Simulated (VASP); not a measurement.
Input of a VASP 6.6.1 run:

INCAR

```
SYSTEM = Ge
PREC     = Accurate       ! precision mode
ENCUT    = 520            ! plane-wave cutoff, eV
EDIFF    = 1E-6           ! SCF threshold, eV
ISMEAR   = -1             ! smearing method
SIGMA    = 0.05           ! smearing width, eV
LREAL    = .FALSE.        ! projectors in reciprocal space
LASPH    = .TRUE.         ! aspherical terms in the spheres
NELM     = 100            ! most SCF steps
ALGO     = Normal         ! electronic algorithm
ISIF     = 2              ! what is computed and relaxed
LWAVE    = .FALSE.        ! write WAVECAR
LCHARG   = .FALSE.        ! write CHGCAR
GGA      = RP             ! functional
IVDW     = 13             ! dispersion correction
NBANDS   = 21             ! bands
```

File KPOINTS:

```
Automatic mesh
0
G
  8 8 8
  0 0 0
```

The input POSCAR:

```
Ge
1.0
    0.0000000000      2.8661367691      2.8661367691
    2.8661367691      0.0000000000      2.8661367691
    2.8661367691      2.8661367691      0.0000000000
Ge
2
Direct
    0.7500000000      0.7500000000      0.7500000000
    0.5000000000      0.5000000000      0.5000000000
```

Potentials or basis: VASP PAW PBE potentials, release 64 (Ge_d).

Command:

```console
$ cat potpaw_PBE.64/Ge_d/POTCAR > POTCAR
$ mpirun -np 1 vasp_std > vasp.out
```

(1) Estimate the band gap on the k mesh.

(2) Estimate the pressure.

(3) What does it give for the dispersion energy per atom?

Results:

(1) zero (filled and empty bands touch).

(2) -2.0 GPa.

(3) -0.581 eV.

Caveat: the PAW data sets were made with another functional, which shifts forces and pressure a little; pairwise dispersion overbinds metals, which lowers pressure and volume.

**Experimental background.**

“Temperature-dependent photoluminescence in Ge: experiment and theory”, 2020, arxiv:2003.00143 reports, for a bulk crystal of Ge at 0 K: band gap 0.744 eV (indirect).

A measured gap of Ge is 0.744 eV (indirect; 0 K; “Temperature-dependent photoluminescence in Ge: experiment and theory”, 2020, arxiv:2003.00143); the calculated 0.00 eV misses it by -0.74 eV. 3 values of this kind are on record (0.666 to 0.807 eV); this one was drawn at random among those near their median. Spin-orbit coupling on Ge is left out. The value is that of RPBE+D4 on a finite k mesh, which can miss the band edges, without temperature or zero-point motion. Semilocal functionals fall short of measured gaps as a rule.
